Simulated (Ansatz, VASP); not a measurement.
**One calculation of Br, two programs**

```
Br
1.0
     4.91045    0.00000    0.00000
    -2.45522    4.25257    0.00000
     0.00000    0.00000    4.49705
Br
2
Direct
  0.33333 0.66667 0.00000
  0.66667 0.33333 0.00000
```

Alike in both runs: functional PBE; k mesh 6 × 6 × 4; occupations gaussian, width 0.1 eV; no spin polarisation.

Ansatz relaxed the structure, and its values are those at the end. VASP's run is a single point on that final structure, the one shown.

|  | VASP | Ansatz |
| --- | --- | --- |
| version | VASP 6.6.1 | Ansatz 0.2.0 |
| potentials or method | VASP PAW PBE potentials, release 64 (Br), cutoff 520 eV | scalar-relativistic, plane waves, PAW |
| valence electrons in the cell | 14 | 14 |

|  | VASP | Ansatz | Ansatz less VASP |
| --- | --- | --- | --- |
| gap on the k mesh at the Fermi level (eV) | none | none | - |
| pressure (GPa) | 0.0 | 0.0 | 0.00 |

A gap of «none» marks a metal or a gap that the smearing closes.
